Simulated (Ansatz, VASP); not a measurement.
One calculation of Mo, two programs

```
CELL_PARAMETERS angstrom
-1.54071 1.54071 1.54071
1.54071 -1.54071 1.54071
1.54071 1.54071 -1.54071
ATOMIC_POSITIONS crystal
Mo 0.00000 0.00000 0.00000
```

Change from the starting cell: strain -0.025 along x and y, -0.025 along z, atoms carried along.

Alike in both runs: task single point; functional PBE; k mesh 26 × 26 × 26; occupations gaussian, width 0.15 eV; no spin polarisation.

|  | VASP | Ansatz |
| --- | --- | --- |
| version | VASP 6.6.1 | Ansatz 0.2.0 |
| potentials or method | VASP PAW PBE potentials, release 64 (Mo_sv), cutoff 520 eV | scalar-relativistic, plane waves, PAW |
| valence electrons in the cell | 14 | 14 |

```tsv
	VASP	Ansatz	Ansatz less VASP
gap on the k mesh at the Fermi level (eV)	none	none	-
pressure (GPa)	23.9	23.2	-0.70
```

A gap of «none» marks a metal or a gap that the smearing closes. The functional is the same, so the differences come from potentials, cutoffs and numerics.
